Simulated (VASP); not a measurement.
# Si8W3 in VASP: single point with PBE

Aim: the single point of Si8W3 with PBE.

Everything below comes from runs of VASP 6.6.1. Logs are shortened: lines on timing, memory, paths and dates and some standing lists are left out, and cuts for length are marked.

## (1) The cell of the first run

The cell holds a slab with vacuum, 11 atoms: a = 3.229 Å, b = 4.548 Å, c = 24.950 Å, α = 90.00°, β = 90.00°, γ = 110.79°.

## (2) Single point, PBE

Contents of INCAR:

```
SYSTEM = Si8W3
PREC     = Accurate       ! precision mode
ENCUT    = 520            ! plane-wave cutoff, eV
EDIFF    = 1E-6           ! SCF threshold, eV
ISMEAR   = 0              ! smearing method
SIGMA    = 0.1            ! smearing width, eV
LREAL    = .FALSE.        ! projectors in reciprocal space
LASPH    = .TRUE.         ! aspherical terms in the spheres
NELM     = 60             ! most SCF steps
ALGO     = Normal         ! electronic algorithm
ISIF     = 2              ! what is computed and relaxed
LWAVE    = .FALSE.        ! write WAVECAR
LCHARG   = .TRUE.         ! write CHGCAR
LDIPOL   = .TRUE.       
IDIPOL   = 3            
DIPOL    = 0.5 0.5 0.500
GGA      = PE             ! functional
LELF     = .TRUE.         ! ELF
LVHAR    = .TRUE.       
LVACPOTAV= .TRUE.       
ISYM     = 0            
NBANDS   = 48             ! bands
```

Contents of KPOINTS:

```
Automatic mesh
0
G
  11 8 1
  0 0 0
```

Contents of POSCAR:

```
Si8W3
1.0
    3.2289953143      0.0000000000      0.0000000000
   -1.6144976572      4.2518640231      0.0000000000
    0.0000000000      0.0000000000     24.9497673785
Si W
8 3
Direct
    0.7136657631      0.4273315263      0.3006040051
    0.4305179163      0.8610358326      0.3402157429
    0.8578494426      0.7156988851      0.4203307558
    0.5747015957      0.1494031914      0.4599424935
    0.0020331220      0.0040662439      0.5400575065
    0.7188852751      0.4377705503      0.5796692442
    0.1462168014      0.2924336028      0.6597842571
    0.8630689546      0.7261379091      0.6993959949
    0.1441836794      0.2883673588      0.3802732493
    0.2883673588      0.5767347177      0.5000000000
    0.4325510383      0.8651020765      0.6197267507
```

Potentials or basis: VASP PAW PBE potentials, release 64 (Si, W_sv).

The run is started by

```bash
> cat potpaw_PBE.64/Si/POTCAR potpaw_PBE.64/W_sv/POTCAR > POTCAR
> mpirun -np 1 vasp_std > vasp.out
```

OUTCAR:

```text
SYSTEM = Si8W3
   PREC = Accurate
   ENCUT = 520
   EDIFF = 1E-6
   ISMEAR = 0
   LREAL = .FALSE.
   LASPH = .TRUE.
   NELM = 60
   ISIF = 2
   GGA = PE
   ISYM = 0

 ion  position               nearest neighbor table
   1  0.714  0.427  0.301-   2 2.60   9 2.63   9 2.63   2 2.64   2 2.64
   2  0.431  0.861  0.340-   1 2.60   9 2.63   9 2.63   9 2.63   3 2.64   3 2.64   1 2.64   1 2.64

   3  0.858  0.716  0.420-   4 2.60  10 2.63  10 2.63   9 2.63   9 2.63   9 2.63   4 2.64   4 2.64
                             2 2.64   2 2.64
   4  0.575  0.149  0.460-   3 2.60   9 2.63   9 2.63  10 2.63  10 2.63  10 2.63   3 2.64   3 2.64
                             5 2.64   5 2.64
   5  0.002  0.004  0.540-   6 2.60  11 2.63  11 2.63  10 2.63  10 2.63  10 2.63   6 2.64   6 2.64
                             4 2.64   4 2.64
   6  0.719  0.438  0.580-   5 2.60  10 2.63  10 2.63  11 2.63  11 2.63  11 2.63   5 2.64   7 2.64
                             7 2.64   5 2.64
   7  0.146  0.292  0.660-   8 2.60  11 2.63  11 2.63  11 2.63   6 2.64   6 2.64   8 2.64   8 2.64

   8  0.863  0.726  0.699-   7 2.60  11 2.63  11 2.63   7 2.64   7 2.64
   9  0.144  0.288  0.380-   2 2.63   2 2.63   1 2.63   4 2.63   4 2.63   1 2.63   3 2.63   3 2.63
                             2 2.63   3 2.63  10 3.23
  10  0.288  0.577  0.500-   3 2.63   6 2.63   6 2.63   3 2.63   5 2.63   4 2.63   5 2.63   4 2.63
                             4 2.63   5 2.63  11 3.23   9 3.23
  11  0.433  0.865  0.620-   7 2.63   8 2.63   5 2.63   8 2.63   5 2.63   7 2.63   6 2.63   6 2.63
                             7 2.63   6 2.63  10 3.23

IMPORTANT INFORMATION: All symmetrisations will be switched off!
NOSYMM: (Re-)initialisation of all symmetry stuff for point group C_1.

----------------------------------------------------------------------------------------

                                     Primitive cell

  volume of cell :     342.5416

  direct lattice vectors                    reciprocal lattice vectors
     3.228995314  0.000000000  0.000000000     0.309693853  0.117595482  0.000000000
    -1.614497657  4.251864023  0.000000000     0.000000000  0.235190964  0.000000000
     0.000000000  0.000000000 24.949767378     0.000000000  0.000000000  0.040080534

  length of vectors
     3.228995314  4.548071059 24.949767378     0.331268743  0.235190964  0.040080534

  position of ions in fractional coordinates (direct lattice)
     0.713665763  0.427331526  0.300604005
     0.430517916  0.861035833  0.340215743
     0.857849443  0.715698885  0.420330756
     0.574701596  0.149403191  0.459942494
     0.002033122  0.004066244  0.540057506
     0.718885275  0.437770550  0.579669244
     0.146216801  0.292433603  0.659784257
     0.863068955  0.726137909  0.699395995
     0.144183679  0.288367359  0.380273249
     0.288367359  0.576734718  0.500000000
[... 130 lines left out ...]
  volume/ion in A,a.u.               =      31.14       210.14
  Fermi-wavevector in a.u.,A,eV,Ry     =   0.982308  1.856293 13.128654  0.964929
  Thomas-Fermi vector in A             =   2.113381
   LORBIT       =      0    0 simple, 1 ext, 2 COOP (PROOUT), +10 PAW based schemes
   GGA     = PE    functional components
   LHFCALC =     F    Hartree Fock is set to
   AEXX    =    0.0000 exact exchange contribution
   IVDW    =     0    specifies the selected vdW correction
   LEPSILON=     F    determine dielectric tensor
   LRPA    =     F    only Hartree local field effects (RPA)
 non-spin polarized calculation
 Gauss-broadening in eV      SIGMA  =   0.10
  energy-cutoff  :      520.00
  volume of cell :      342.54
 maximum number of plane-waves:      9281
   NGX = 13   NGY = 17   NGZ = 93

 dipolmoment           0.000000      0.000000     -0.000002 electrons x Angstroem

 number of electron      74.0000005 magnetization

 dipolmoment           0.000000      0.000000      0.000001 electrons x Angstroem

 Free energy of the ion-electron system (eV)
  ---------------------------------------------------
  ext. energy  EPLUGINS =         0.00000000
  ---------------------------------------------------
  free energy    TOTEN  =       -81.16576050 eV

  energy without entropy =      -81.13022155  energy(sigma->0) =      -81.14799102

 E-fermi :   1.9774     XC(G=0):  -6.2687

 val. band max:        1.9747028317   @ k =   0.1818   0.3750   0.0000
 cond. band min:       1.9786878331   @ k =   0.0000   0.3750   0.0000
 fundamental gap:      0.0039850015
 Fermi energy:         1.9773654388

 k-point     1 :       0.0000    0.0000    0.0000
  band No.  band energies     occupation
      1     -71.6216      2.00000
      2     -71.5551      2.00000
      3     -71.5550      2.00000
      4     -35.9895      2.00000
      5     -35.8658      2.00000
      6     -35.8588      2.00000
[... 1213 lines left out ...]
     47       5.4074      0.00000
     48       5.4893      0.00000

 [... further k-points ...]

------------------------ aborting loop because EDIFF is reached ----------------------------------------

  FORCE on cell =-STRESS in cart. coord.  units (eV):
  Direction    XX          YY          ZZ          XY          YZ          ZX
  --------------------------------------------------------------------------------------
  -------------------------------------------------------------------------------------
  Total       -2.2892412     -2.6746265      2.0278750     -0.0154898     -0.8552948     -0.0280180
  in kB      -10.7075189    -12.5100904      9.4850251     -0.0724509     -4.0004897     -0.1310490
  external PRESSURE =      -4.5775281 kB  Pullay stress =       0.0000000 kB

 VOLUME and BASIS-vectors are now :
 -----------------------------------------------------------------------------
  energy-cutoff  :      520.00
  volume of cell :      342.54
      direct lattice vectors                 reciprocal lattice vectors
     3.228995314  0.000000000  0.000000000     0.309693853  0.117595482  0.000000000
    -1.614497657  4.251864023  0.000000000     0.000000000  0.235190964  0.000000000
     0.000000000  0.000000000 24.949767378     0.000000000  0.000000000  0.040080534

 POSITION                                       TOTAL-FORCE (eV/Angst)
 -----------------------------------------------------------------------------------
      1.61450      1.81696      7.50000         0.007570      0.030852     -0.355252
     -0.00000      3.66101      8.48830         0.000144      0.159052     -0.373610
      1.61450      3.04305     10.48715        -0.000467      0.140621     -0.295469
      1.61450      0.63524     11.47546         0.000142     -0.082774     -0.071971
      0.00000      0.01729     13.47431        -0.000096      0.082801      0.071969
      1.61450      1.86134     14.46261         0.000500     -0.140596      0.295477
     -0.00000      1.24339     16.46146        -0.000075     -0.159031      0.373608
      1.61450      3.08744     17.44977        -0.007542     -0.030850      0.355251
     -0.00000      1.22610      9.48773        -0.007804     -0.186009      0.963020
     -0.00000      2.45220     12.47488        -0.000063      0.000017      0.000004
      0.00000      3.67830     15.46204         0.007693      0.185915     -0.963028
 -----------------------------------------------------------------------------------
    total drift:                               -0.000298     -0.000109     -0.000054

  FREE ENERGIE OF THE ION-ELECTRON SYSTEM (eV)
  ---------------------------------------------------
  free  energy   TOTEN  =       -81.1657604951 eV

  energy  without entropy=      -81.1302215467  energy(sigma->0) =      -81.14799102

 vacuum level on the upper side and lower side of the slab         7.317         7.317
```

OSZICAR:

```text
N       E                     dE             d eps       ncg     rms          rms(c)
DAV:   1     0.564629310495E+03    0.56463E+03   -0.38898E+04  5192   0.134E+03
DAV:   2    -0.517254316142E+02   -0.61635E+03   -0.60041E+03  5056   0.336E+02
DAV:   3    -0.831052888859E+02   -0.31380E+02   -0.30519E+02  5656   0.721E+01
[... 19 lines left out ...]
DAV:  23    -0.811657395620E+02   -0.16469E-04   -0.48141E-07  3312   0.201E-03    0.389E-03
DAV:  24    -0.811657545500E+02   -0.14988E-04   -0.74246E-07  3384   0.140E-03    0.137E-03
DAV:  25    -0.811657591629E+02   -0.46129E-05   -0.22377E-07  3320   0.812E-04    0.590E-04
DAV:  26    -0.811657603528E+02   -0.11900E-05   -0.51037E-08  3032   0.583E-04    0.139E-04
DAV:  27    -0.811657604951E+02   -0.14228E-06   -0.14586E-08  2864   0.327E-04
   1 F= -.81165760E+02 E0= -.81147991E+02  d E =-.355389E-01
```

stdout:

```text
POSCAR found type information on POSCAR SiW
 POSCAR found :  2 types and      11 ions
 scaLAPACK will be used
 LDA part: xc-table for (Slater+PW92), standard interpolation
 -----------------------------------------------------------------------------
[... 33 lines left out ...]
|     Did not find any points to average over, which means that no vacuum     |
|     field-free region was found. Please increase the size of  your cell     |
|     in the dimension of the dipole correction to obtain accurate            |
|     workfunction values.                                                    |
|                                                                             |
 -----------------------------------------------------------------------------
```

Wall time 12 min (1 thread of Intel Xeon 6975P-C (Granite Rapids), shared host); peak memory 0.74 GiB.

What came out:

| Quantity | Value |
| --- | --- |
| Free energy | -81.1658 eV |
| Largest force | 0.981 eV/Å |
| Band gap on the k mesh | zero (bands 37 and 38 overlap by 0.48 eV) |

Forces in eV/Å, atoms in the order of the input:
```
Si   0.008  0.031 -0.355
Si   0.000  0.159 -0.374
Si   0.000  0.141 -0.295
Si   0.000 -0.083 -0.072
Si   0.000  0.083  0.072
Si   0.001 -0.141  0.295
Si   0.000 -0.159  0.374
Si  -0.008 -0.031  0.355
W   -0.008 -0.186  0.963
W    0.000  0.000  0.000
W    0.008  0.186 -0.963
```

Caveat: spin-orbit coupling is left out, which moves the levels of the heavy elements.
